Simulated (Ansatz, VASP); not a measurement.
Two plane-wave programs on TeF

The input INCAR:

```
ALGO     = Normal         # electronic algorithm
EDIFF    = 1E-6           # SCF threshold, eV
EDIFFG   = -0.01          # ionic threshold
ENCUT    = 600            # plane-wave cutoff, eV
GGA      = PE             # functional
IBRION   = 2              # ionic algorithm
ISIF     = 3              # what is computed and relaxed
ISMEAR   = 0              # smearing method
LASPH    = T              # aspherical terms in the spheres
LCHARG   = F              # write CHGCAR
LREAL    = F              # projectors in reciprocal space
LWAVE    = F              # write WAVECAR
NELM     = 60             # most SCF steps
NSW      = 100            # ionic steps
PREC     = Accurate       # precision mode
SIGMA    = 0.1            # smearing width, eV
```

KPOINTS

```
k-points
0
Gamma
  18 18 18
```

File POSCAR:

```
TeF
1.0
   -2.4816734885      2.4816734885      2.1542832540
    2.4816734885     -2.4816734885      2.1542832540
    2.4816734885      2.4816734885     -2.1542832540
Te F
1 1
Direct
    0.0000000000      0.0000000000      0.0000000000
    0.5000000000      0.5000000000      0.0000000000
```

Input for Ansatz:

```yaml
crystal:
  lattice:
    - [-2.4816734885, 2.4816734885, 2.154283254]
    - [2.4816734885, -2.4816734885, 2.154283254]
    - [2.4816734885, 2.4816734885, -2.154283254]
  atoms:
    - { symbol: Te, position: [0.0, 0.0, 0.0] }
    - { symbol: F, position: [0.5, 0.5, 0.0] }
basis:
  ecutwfc: 420
kpoints:
  mp_grid: { grid: [18, 18, 18] }
hamiltonian:
  xc: pbe
scf:
  occupations: { method: gaussian, width: 0.1 }
output:
  forces: true
  stress: true
  eigenvalues: true
relax:
  adjacent_minimum: "off"
  f_tol: 0.01
  max_steps: 80
  cell: { stress_tol: 0.05 }
```

Change from the starting cell: species swapped into the TlF type (Fmmm, No. 69).

Alike in both runs: task relaxation of cell and atoms; functional PBE; k mesh 18 × 18 × 18; occupations gaussian, width 0.1 eV; no spin polarisation.

```csv
,VASP,Ansatz
version,VASP 6.6.1,Ansatz 0.2.0
potentials or method,"VASP PAW PBE potentials, release 64 (Te, F), cutoff 600 eV","scalar-relativistic, plane waves, PAW"
valence electrons in the cell,13,23
```

```csv
,VASP,Ansatz,Ansatz less VASP
"gap on the k mesh at the Fermi level, each at its own relaxed structure (eV)",none,none,-
relaxed volume (Å³/atom),26.76,27.12,+0.357
relaxed cell length with the largest relative difference (Å),4.132,4.151,+0.0189
```

A gap of «none» marks a metal or a gap that the smearing closes. VASP's potentials hold 13 valence electrons a cell and Ansatz's 23, so a difference there can come from the potentials and not from the codes.

Spin-orbit coupling is off throughout.
